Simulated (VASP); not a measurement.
Re, 2 atoms in the cell. Symmetry: P6_3/mmc, No. 194, hexagonal system. Conventional cell: a = 2.750 Å, b = 2.750 Å, c = 4.443 Å, α = 90.00°, β = 90.00°, γ = 120.00°. Within 3.6 Å of Re (site symmetry -6m2) lie 12 Re at 2.73 to 2.75 Å. 

- Program: VASP 6.6.1
- Task: single point
- Functional: PBEsol
- Potentials or basis: VASP PAW PBE potentials, release 64 (Re)
- Cutoff: 520 eV
- k mesh: 15 × 15 × 8
- Occupations: gaussian, width 0.1 eV
- Spin: no spin polarisation
- Dipole correction: no
- Further INCAR settings: ALGO = Normal; EDIFF = 1e-06; NBANDS = 14

Potentials or basis: VASP PAW PBE potentials, release 64 (Re).

Command:

```bash
$ cat potpaw_PBE.64/Re/POTCAR > POTCAR
$ mpirun -np 1 vasp_std > vasp.out
```

Hardware: 1 thread of AMD EPYC 7R13 Processor (Zen 3), with other jobs on the host.

Question: How long does it take, and how much memory?

Answer: Run time: 36 s on 1 thread of AMD EPYC 7R13 Processor (Zen 3), on a shared host, peak memory 0.14 GiB. Counts: scf iterations 12, k points 135.
